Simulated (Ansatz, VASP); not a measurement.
# One calculation of SnO2, two programs

```
Sn O
1.0
     4.70341    0.00000    0.00000
     0.00000    5.69497    0.00000
     0.00000    0.00000    5.20424
Sn O
4 8
Cartesian
  2.3517 3.8003 3.9032
  0.0000 4.7421 1.3011
  2.3517 1.8946 1.3011
  0.0000 0.9528 3.9032
  3.4382 3.4449 0.4041
  1.0865 5.0975 4.8001
  3.6169 5.0975 3.0062
  1.2652 3.4449 2.1980
  3.4382 2.2500 3.0062
  1.0865 0.5974 2.1980
  3.6169 0.5974 0.4041
  1.2652 2.2500 4.8001
```

Alike in both runs: task electric field gradients; functional LDA; k mesh 6 × 6 × 6; no spin polarisation.

|  | VASP | Ansatz |
| --- | --- | --- |
| version | VASP 6.6.1 | Ansatz 0.2.0 |
| potentials or method | VASP PAW LDA potentials, release 64 (Sn_d, O), cutoff 520 eV | scalar-relativistic, plane waves, PAW |
| occupations | gaussian, width 0.01 eV | fixed |
| valence electrons in the cell | 104 | 104 |

Ansatz gave:

| Quantity | Value |
| --- | --- |
| gap on the k mesh at the Fermi level (eV) | 1.50 |
| least direct gap on the mesh (eV) | 1.50 |
| pressure (GPa) | 0.0 |
| traceless stress, the component that is largest in VASP (GPa) | 0.00 |
| rms of the force components (eV/Å) | 0.001 |
| size of Vzz on the site where it differs most (V/Å²) | 29.1 |

Task: What did VASP give for the same quantities?

Result: gap on the k mesh at the Fermi level (eV): 1.54; least direct gap on the mesh (eV): 1.54; pressure (GPa): 1.1; traceless stress, the component that is largest in VASP (GPa): 0.13; rms of the force components (eV/Å): 0.011; size of Vzz on the site where it differs most (V/Å²): 30.1.

LDA's correlation is that of Perdew and Zunger in VASP and of Perdew and Wang (1992) in Ansatz. Atom by atom the forces differ by 0.011 eV/Å (rms over components).
